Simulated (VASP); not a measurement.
# Ti3Se (P-6m2) in VASP: notebook

Ti3Se is run at these levels: PBEsol; tasks: single point.

Everything below comes from runs of VASP 6.6.1. Logs are shortened: lines on timing, memory, paths and dates and some standing lists are left out, and cuts for length are marked.

## 1. The cell of the first run

It takes space group P-6m2 (No. 187, hexagonal). Conventional cell: a = 3.197 Å, b = 3.197 Å, c = 7.943 Å, α = 90.00°, β = 90.00°, γ = 120.00°. Within 3.4 Å of Se (site symmetry -6m2) lie 6 Ti at 2.58 Å and 6 Se at 3.20 Å. Within 3.8 Å of Ti (site symmetry -6m2) lie 12 Ti at 2.85 to 3.20 Å. Ti (site symmetry 3m) has 3 Se at 2.58 Å and 9 Ti at 2.85 to 3.20 Å within 3.4 Å.

## 2. Single point, PBEsol

Input file INCAR:

```
SYSTEM = Ti3Se
PREC     = Accurate       ! precision mode
ENCUT    = 520            ! plane-wave cutoff, eV
EDIFF    = 1E-6           ! SCF threshold, eV
ISMEAR   = -1             ! smearing method
SIGMA    = 0.05           ! smearing width, eV
LREAL    = .FALSE.        ! projectors in reciprocal space
LASPH    = .TRUE.         ! aspherical terms in the spheres
NELM     = 60             ! most SCF steps
ALGO     = Normal         ! electronic algorithm
ISIF     = 2              ! what is computed and relaxed
LWAVE    = .FALSE.        ! write WAVECAR
LCHARG   = .FALSE.        ! write CHGCAR
GGA      = PS             ! functional
NBANDS   = 29             ! bands
```

Input file KPOINTS:

```
Automatic mesh
0
G
  10 10 4
  0 0 0
```

Input file POSCAR:

```
Ti3Se
1.0
    3.1974455988      0.0000000000      0.0000000000
   -1.5987227994      2.7690691158      0.0000000000
    0.0000000000      0.0000000000      7.9427450000
Se Ti
1 3
Direct
    0.0000000000      0.0000000000      0.0000000000
    0.6666666667      0.3333333333      0.5000000000
    0.3333333333      0.6666666667      0.7729020000
    0.3333333333      0.6666666667      0.2270980000
```

Potentials or basis: VASP PAW PBE potentials, release 64 (Se, Ti_sv).

Started as:

```bash
$ cat potpaw_PBE.64/Se/POTCAR potpaw_PBE.64/Ti_sv/POTCAR > POTCAR
$ mpirun -np 1 vasp_std > vasp.out
```

OUTCAR:

```text
SYSTEM = Ti3Se
   PREC = Accurate
   ENCUT = 520
   EDIFF = 1E-6
   ISMEAR = -1
   LREAL = .FALSE.
   LASPH = .TRUE.
   NELM = 60
   ISIF = 2
   GGA = PS

 ion  position               nearest neighbor table
   1  0.000  0.000  0.000-   3 2.58   4 2.58   3 2.58   4 2.58   3 2.58   4 2.58
   2  0.667  0.333  0.500-   3 2.85   4 2.85   3 2.85   4 2.85   3 2.85   4 2.85
   3  0.333  0.667  0.773-   1 2.58   1 2.58   1 2.58   2 2.85   2 2.85   2 2.85
   4  0.333  0.667  0.227-   1 2.58   1 2.58   1 2.58   2 2.85   2 2.85   2 2.85

  LATTYP: Found a hexagonal cell.
 ALAT       =     3.1974455988
 C/A-ratio  =     2.4840907389

  Lattice vectors:

 A1 = (   3.1974455988,   0.0000000000,   0.0000000000)
 A2 = (  -1.5987227994,   2.7690691158,   0.0000000000)
 A3 = (   0.0000000000,   0.0000000000,   7.9427450000)

Analysis of symmetry for initial positions (statically):
=====================================================================
 Subroutine PRICEL returns:
 Original cell was already a primitive cell.

 Routine SETGRP: Setting up the symmetry group for a
 hexagonal supercell.

 Subroutine GETGRP returns: Found 12 space group operations
 (whereof 12 operations were pure point group operations)
 out of a pool of 24 trial point group operations.

The static configuration has the point symmetry D_3h.

Analysis of symmetry for dynamics (positions and initial velocities):
=====================================================================
 Subroutine PRICEL returns:
 Original cell was already a primitive cell.

 Routine SETGRP: Setting up the symmetry group for a
 hexagonal supercell.

 Subroutine GETGRP returns: Found 12 space group operations
 (whereof 12 operations were pure point group operations)
 out of a pool of 24 trial point group operations.

The dynamic configuration has the point symmetry D_3h.

 Subroutine INISYM returns: Found 12 space group operations
 (whereof 12 operations are pure point group operations),
 and found     1 'primitive' translations

----------------------------------------------------------------------------------------

                                     Primitive cell

  volume of cell :      70.3247

  direct lattice vectors                    reciprocal lattice vectors
[... 81 lines left out ...]
 SYSTEM =  Ti3Se
   PREC   = accura    normal or accurate (medium, high low for compatibility)
   ISTART =      0    job   : 0-new  1-cont  2-samecut
   ICHARG =      2    charge: 1-file 2-atom 10-const
   ISPIN  =      1    spin polarized calculation?
   LNONCOLLINEAR =      F non collinear calculations
   LSORBIT =      F    spin-orbit coupling
   LASPH  =      T    aspherical Exc in radial PAW
   ENCUT  =  520.0 eV  38.22 Ry    6.18 a.u.   5.95  5.95 14.77*2*pi/ulx,y,z
   NELM   =     60;   NELMIN=  2; NELMDL= -5     # of ELM steps
   EDIFF  = 0.1E-05   stopping-criterion for ELM
   LREAL  =      F    real-space projection
   EDIFFG = 0.1E-04   stopping-criterion for IOM
   NSW    =      0    number of steps for IOM
   IBRION =     -1    ionic relax: 0-MD 1-quasi-New 2-CG
   NFREE  =      0    steps in history (QN), initial steepest desc. (CG)
   ISIF   =      2    stress and relaxation
   ISYM   =      2    0-nonsym 1-usesym 2-fastsym
   POTIM  = 0.5000    time-step for ionic-motion
   TEBEG  =    0.0;   TEEND  =   0.0 temperature during run
   PSTRESS=    0.0 pullay stress
   NELECT =      42.0000    total number of electrons
   NUPDOWN=      -1.0000    fix difference up-down
   EMIN   =  10.00;   EMAX   =-10.00  energy-range for DOS
   EFERMI =   0.00;   METHOD = LEGACY
   ISMEAR =    -1;   SIGMA  =   0.05  broadening in eV -4-tet -1-fermi 0-gaus
   EFERMI_NEDOS =   21; number of points for ismear=-14 and -15
   IALGO  =     38    algorithm
   IMIX   =      4    mixing-type and parameters
     AMIX     =   0.40;   BMIX     =  1.00
     AMIX_MAG =   1.60;   BMIX_MAG =  1.00
  volume/ion in A,a.u.               =      17.58       118.64
  Fermi-wavevector in a.u.,A,eV,Ry     =   1.378654  2.605279 25.860428  1.900688
  Thomas-Fermi vector in A             =   2.503696
   LORBIT       =      0    0 simple, 1 ext, 2 COOP (PROOUT), +10 PAW based schemes
   GGA     = PS    functional components
   LHFCALC =     F    Hartree Fock is set to
   AEXX    =    0.0000 exact exchange contribution
   IVDW    =     0    specifies the selected vdW correction
   LEPSILON=     F    determine dielectric tensor
   LRPA    =     F    only Hartree local field effects (RPA)
 non-spin polarized calculation
  energy-cutoff  :      520.00
  volume of cell :       70.32
 maximum number of plane-waves:      1918
 NGX is ok and might be reduce to    24
   NGX = 11   NGY = 11   NGZ = 29

 number of electron      42.0000000 magnetization

 Free energy of the ion-electron system (eV)
  ---------------------------------------------------
  ext. energy  EPLUGINS =         0.00000000
  ---------------------------------------------------
  free energy    TOTEN  =       -30.90991062 eV

  energy without entropy =      -30.88606412  energy(sigma->0) =      -30.89798737

 E-fermi :   7.9267     XC(G=0): -11.4815

 val. band max:        7.9222344298   @ k =   0.1000   0.1000   0.0000
 cond. band min:       7.9331936456   @ k =   0.3000   0.2000   0.0000
 fundamental gap:      0.0109592158
 Fermi energy:         7.9267117121

 k-point     1 :       0.0000    0.0000    0.0000
  band No.  band energies     occupation
      1     -48.8746      2.00000
      2     -48.8533      2.00000
      3     -48.7054      2.00000
      4     -25.4567      2.00000
      5     -25.3609      2.00000
      6     -25.0776      2.00000
[... 757 lines left out ...]
     28      10.5511      0.00000
     29      10.7147      0.00000

 [... further k-points ...]
[... 5 lines left out ...]
  --------------------------------------------------------------------------------------
  -------------------------------------------------------------------------------------
  Total       -1.8593437     -1.8593437     -2.0170193      0.0000000      0.0000000      0.0000000
  in kB      -42.3606565    -42.3606565    -45.9529144      0.0000000      0.0000000      0.0000000
  external PRESSURE =     -43.5580758 kB  Pullay stress =       0.0000000 kB

 VOLUME and BASIS-vectors are now :
 -----------------------------------------------------------------------------
  energy-cutoff  :      520.00
  volume of cell :       70.32
      direct lattice vectors                 reciprocal lattice vectors
     3.197445599  0.000000000  0.000000000     0.312749653  0.180566096  0.000000000
    -1.598722799  2.769069116  0.000000000     0.000000000  0.361132192  0.000000000
     0.000000000  0.000000000  7.942745000     0.000000000  0.000000000  0.125901058

 POSITION                                       TOTAL-FORCE (eV/Angst)
 -----------------------------------------------------------------------------------
      0.00000      0.00000      0.00000        -0.000000      0.000000      0.000000
      1.59872      0.92302      3.97137         0.000000     -0.000000      0.000000
     -0.00000      1.84605      6.13896        -0.000000      0.000000      0.071123
     -0.00000      1.84605      1.80378        -0.000000      0.000000     -0.071123
 -----------------------------------------------------------------------------------
    total drift:                                0.000000     -0.000000     -0.000000

  FREE ENERGIE OF THE ION-ELECTRON SYSTEM (eV)
  ---------------------------------------------------
  free  energy   TOTEN  =       -30.9099106218 eV

  energy  without entropy=      -30.8860641225  energy(sigma->0) =      -30.89798737
```

stdout:

```text
POSCAR found type information on POSCAR SeTi
 POSCAR found :  2 types and       4 ions
 scaLAPACK will be used
 -----------------------------------------------------------------------------
|                                                                             |
|                                                                             |
|     You enforced a specific xc type in the INCAR file but a different       |
|     I HOPE YOU KNOW WHAT YOU ARE DOING!                                     |
|                                                                             |
 -----------------------------------------------------------------------------

 LDA part: xc-table for (Slater+PW92), standard interpolation
 POSCAR, INCAR and KPOINTS ok, starting setup
 FFT: planning ... GRIDC
 FFT: planning ... GRID_SOFT
 FFT: planning ... GRID
 WAVECAR not read
 entering main loop
```

Wall time 70 s (1 thread of Intel Xeon Platinum 8259CL at 2.50GHz (Skylake/Cascade Lake), shared host); peak memory 0.22 GiB.

What came out:

```yaml
Free_energy: -30.9099 eV
Pressure: -4.4 GPa
Largest_force: 0.071 eV/Å
Band_gap_on_the_k_mesh: zero (bands 21 and 22 overlap by 0.56 eV)
```

Forces in eV/Å, atoms in the order of the input:
```
Se   0.000  0.000  0.000
Ti   0.000  0.000  0.000
Ti   0.000  0.000  0.071
Ti   0.000  0.000 -0.071
```

Levels at points of the mesh, in eV from the Fermi level:
| k point | band 17 | band 18 | band 19 | band 20 | band 21 | band 22 | band 23 | band 24 | band 25 | band 26 |
| --- | --- | --- | --- | --- | --- | --- | --- | --- | --- | --- |
| (0.00, 0.00, 0.00) | -1.32 | -1.32 | -0.15 | 0.16 | 0.16 | 0.30 | 0.30 | 0.93 | 1.06 | 1.40 |
| (0.50, 0.00, 0.00) | -2.10 | -1.79 | -1.57 | -0.65 | -0.45 | 0.20 | 0.81 | 0.83 | 2.30 | 2.49 |
| (0.00, 0.00, 0.50) | -1.39 | -1.39 | -0.62 | 0.40 | 0.40 | 0.57 | 0.61 | 0.61 | 1.01 | 1.01 |
| (0.50, 0.00, 0.50) | -2.06 | -1.56 | -1.51 | -0.90 | -0.86 | 0.60 | 0.85 | 1.00 | 1.22 | 2.52 |

Caveat: the cell stands under tension; the PAW data sets were made with another functional, which shifts forces and pressure a little.

## 3. Single point, PBEsol

This run uses another cell than the first one, of 17.93 Å³/atom.

INCAR, as its differences from that of step 2:

```diff
@@ -12,4 +12,6 @@
 LWAVE    = .FALSE.        ! write WAVECAR
-LCHARG   = .FALSE.        ! write CHGCAR
+LCHARG   = .TRUE.         ! write CHGCAR
 GGA      = PS             ! functional
+LELF     = .TRUE.         ! ELF
+LVHAR    = .TRUE.       
 NBANDS   = 29             ! bands
```

KPOINTS is that of step 2.

Input file POSCAR:

```
Ti3Se
1.0
    3.2186213523      0.0000000000      0.0000000000
   -1.6093106762      2.7874078563      0.0000000000
    0.0000000000      0.0000000000      7.9953474932
Se Ti
1 3
Direct
    0.0000000000      0.0000000000      0.0000000000
    0.6666666667      0.3333333333      0.5000000000
    0.3333333333      0.6666666667      0.7729020000
    0.3333333333      0.6666666667      0.2270980000
```

Potentials or basis: VASP PAW PBE potentials, release 64 (Se, Ti_sv).

Started as:

```bash
$ cat potpaw_PBE.64/Se/POTCAR potpaw_PBE.64/Ti_sv/POTCAR > POTCAR
$ mpirun -np 1 vasp_std > vasp.out
```

OUTCAR:

```text
SYSTEM = Ti3Se
   PREC = Accurate
   ENCUT = 520
   EDIFF = 1E-6
   ISMEAR = -1
   LREAL = .FALSE.
   LASPH = .TRUE.
   NELM = 60
   ISIF = 2
   GGA = PS

 ion  position               nearest neighbor table
   1  0.000  0.000  0.000-   3 2.60   4 2.60   3 2.60   4 2.60   3 2.60   4 2.60
   2  0.667  0.333  0.500-   3 2.87   4 2.87   3 2.87   4 2.87   3 2.87   4 2.87
   3  0.333  0.667  0.773-   1 2.60   1 2.60   1 2.60   2 2.87   2 2.87   2 2.87
   4  0.333  0.667  0.227-   1 2.60   1 2.60   1 2.60   2 2.87   2 2.87   2 2.87

  LATTYP: Found a hexagonal cell.
 ALAT       =     3.2186213523
 C/A-ratio  =     2.4840907389

  Lattice vectors:

 A1 = (   3.2186213523,   0.0000000000,   0.0000000000)
 A2 = (  -1.6093106762,   2.7874078563,   0.0000000000)
 A3 = (   0.0000000000,   0.0000000000,   7.9953474932)

Analysis of symmetry for initial positions (statically):
=====================================================================
 Subroutine PRICEL returns:
 Original cell was already a primitive cell.

 Routine SETGRP: Setting up the symmetry group for a
 hexagonal supercell.

 Subroutine GETGRP returns: Found 12 space group operations
 (whereof 12 operations were pure point group operations)
 out of a pool of 24 trial point group operations.

The static configuration has the point symmetry D_3h.

Analysis of symmetry for dynamics (positions and initial velocities):
=====================================================================
 Subroutine PRICEL returns:
 Original cell was already a primitive cell.

 Routine SETGRP: Setting up the symmetry group for a
 hexagonal supercell.

 Subroutine GETGRP returns: Found 12 space group operations
 (whereof 12 operations were pure point group operations)
 out of a pool of 24 trial point group operations.

[... 114 lines left out ...]
   PSTRESS=    0.0 pullay stress
   NELECT =      42.0000    total number of electrons
   NUPDOWN=      -1.0000    fix difference up-down
   EMIN   =  10.00;   EMAX   =-10.00  energy-range for DOS
   EFERMI =   0.00;   METHOD = LEGACY
   ISMEAR =    -1;   SIGMA  =   0.05  broadening in eV -4-tet -1-fermi 0-gaus
   EFERMI_NEDOS =   21; number of points for ismear=-14 and -15
   IALGO  =     38    algorithm
   IMIX   =      4    mixing-type and parameters
     AMIX     =   0.40;   BMIX     =  1.00
     AMIX_MAG =   1.60;   BMIX_MAG =  1.00
  volume/ion in A,a.u.               =      17.93       121.02
  Fermi-wavevector in a.u.,A,eV,Ry     =   1.369584  2.588138 25.521269  1.875760
  Thomas-Fermi vector in A             =   2.495446
   LORBIT       =      0    0 simple, 1 ext, 2 COOP (PROOUT), +10 PAW based schemes
   GGA     = PS    functional components
   LHFCALC =     F    Hartree Fock is set to
   AEXX    =    0.0000 exact exchange contribution
   IVDW    =     0    specifies the selected vdW correction
   LEPSILON=     F    determine dielectric tensor
   LRPA    =     F    only Hartree local field effects (RPA)
 non-spin polarized calculation
  energy-cutoff  :      520.00
  volume of cell :       71.73
 maximum number of plane-waves:      1954
 NGX is ok and might be reduce to    24
   NGX = 11   NGY = 11   NGZ = 29

 number of electron      41.9999988 magnetization

 Free energy of the ion-electron system (eV)
  ---------------------------------------------------
  ext. energy  EPLUGINS =         0.00000000
  ---------------------------------------------------
  free energy    TOTEN  =       -30.86316327 eV

  energy without entropy =      -30.83849181  energy(sigma->0) =      -30.85082754

 E-fermi :   7.7170     XC(G=0): -11.3873

 val. band max:        7.7167035053   @ k =   0.1000   0.1000   0.0000
 cond. band min:       7.7226364122   @ k =   0.3000   0.2000   0.0000
 fundamental gap:      0.0059329069
 Fermi energy:         7.7170007337

 k-point     1 :       0.0000    0.0000    0.0000
  band No.  band energies     occupation
      1     -49.1270      2.00000
      2     -49.1090      2.00000
      3     -48.9581      2.00000
      4     -25.6911      2.00000
      5     -25.6055      2.00000
      6     -25.3345      2.00000
[... 757 lines left out ...]
     28      10.2688      0.00000
     29      10.4302      0.00000

 [... further k-points ...]
[... 5 lines left out ...]
  --------------------------------------------------------------------------------------
  -------------------------------------------------------------------------------------
  Total       -2.7343507     -2.7343507     -3.0571604      0.0000000      0.0000000      0.0000000
  in kB      -61.0740951    -61.0740951    -68.2843305      0.0000000      0.0000000      0.0000000
  external PRESSURE =     -63.4775069 kB  Pullay stress =       0.0000000 kB

 VOLUME and BASIS-vectors are now :
 -----------------------------------------------------------------------------
  energy-cutoff  :      520.00
  volume of cell :       71.73
      direct lattice vectors                 reciprocal lattice vectors
     3.218621352  0.000000000  0.000000000     0.310692029  0.179378127  0.000000000
    -1.609310676  2.787407856  0.000000000     0.000000000  0.358756254  0.000000000
     0.000000000  0.000000000  7.995347493     0.000000000  0.000000000  0.125072738

 POSITION                                       TOTAL-FORCE (eV/Angst)
 -----------------------------------------------------------------------------------
      0.00000      0.00000      0.00000        -0.000000      0.000000      0.000000
      1.60931      0.92914      3.99767         0.000000     -0.000000      0.000000
     -0.00000      1.85827      6.17962         0.000000      0.000000      0.127163
     -0.00000      1.85827      1.81573         0.000000      0.000000     -0.127163
 -----------------------------------------------------------------------------------
    total drift:                                0.000000     -0.000000     -0.000000

  FREE ENERGIE OF THE ION-ELECTRON SYSTEM (eV)
  ---------------------------------------------------
  free  energy   TOTEN  =       -30.8631632713 eV

  energy  without entropy=      -30.8384918084  energy(sigma->0) =      -30.85082754
```

Wall time 71 s (1 thread of Intel Xeon Platinum 8259CL at 2.50GHz (Skylake/Cascade Lake), shared host); peak memory 0.22 GiB.

What came out:

* Free energy: -30.8632 eV
* Pressure: -6.3 GPa
* Largest force: 0.127 eV/Å
* Band gap on the k mesh: zero (bands 21 and 22 overlap by 0.55 eV)

Forces in eV/Å, atoms in the order of the input:
```
Se   0.000  0.000  0.000
Ti   0.000  0.000  0.000
Ti   0.000  0.000  0.127
Ti   0.000  0.000 -0.127
```

Caveat: the cell stands under tension; the PAW data sets were made with another functional, which shifts forces and pressure a little.

(Part 1 of 2 ends here.)

The gap in the log of VASP goes by the Fermi energy; the results here count the filled bands.